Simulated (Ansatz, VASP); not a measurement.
**KF in VASP and in Ansatz**

```
K F
1.0
     0.00000    2.71054    2.50725
     2.85284    0.00000    2.50725
     2.85284    2.71054    0.00000
K F
1 1
Direct
  0.00000 0.00000 0.00000
  0.50000 0.50000 0.50000
```

Change from the starting cell: normal strain along x +0.0525, normal strain along z -0.0750.

Alike in both runs: task single point; functional PBE; k mesh 8 × 8 × 8; occupations gaussian, width 0.05 eV; no spin polarisation.

```csv
,VASP,Ansatz
version,VASP 6.6.1,Ansatz 0.2.0
potentials or method,"VASP PAW PBE potentials, release 64 (K_sv, F), cutoff 520 eV","scalar-relativistic, plane waves, PAW"
valence electrons in the cell,16,16
```

Ansatz gave:

| Quantity | Value |
| --- | --- |
| gap on the k mesh at the Fermi level (eV) | 5.91 |
| least direct gap on the mesh (eV) | 5.91 |
| pressure (GPa) | 1.9 |
| traceless stress, the component that is largest in VASP (GPa) | 4.48 |

**Question.** What did VASP give for the same quantities?

**Answer.** gap on the k mesh at the Fermi level (eV): 5.89; least direct gap on the mesh (eV): 5.89; pressure (GPa): 2.0; traceless stress, the component that is largest in VASP (GPa): 4.66.
